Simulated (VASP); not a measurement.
Here is a VASP 6.6.1 calculation.

File INCAR:

```
  ALGO = Normal
  EDIFF = 1E-6
  ENCUT = 520
  GGA = PS
  ISIF = 2
  ISMEAR = 0
  LASPH = True
  LCHARG = False
  LREAL = False
  LWAVE = False
  NBANDS = 9
  NELM = 60
  PREC = Accurate
  SIGMA = 0.15
```

File KPOINTS:

```
k-points
0
Gamma
  20 20 20
```

The input POSCAR:

```
S
1.0
    0.0000000000      1.8946328268      2.0442091026
    1.8946328268      0.0000000000      2.0442091026
    1.8946328268      1.8946328268      0.0000000000
S
1
Direct
    0.0000000000      0.0000000000      0.0000000000
```

Potentials or basis: VASP PAW PBE potentials, release 64 (S).

The run is started by

```bash
$ cat potpaw_PBE.64/S/POTCAR > POTCAR
$ mpirun -np 1 vasp_std > vasp.out
```

Task: What does it give for the band gap on the k mesh?

Result: Zero (bands 3 and 4 overlap by 6.81 eV).

Task: Predict the pressure.

Result: 1.7 GPa.

Stress tensor (GPa, compression positive):
```
-0.58  0.00  0.00
 0.00 -0.58  0.00
 0.00  0.00  6.36
```

Caveat: the cell differs from its parent crystal (strain -0.050 along x and y, +0.025 along z); the stress differs along the axes, from -1 to 6 GPa; the PAW data sets were made with another functional, which shifts forces and pressure a little.
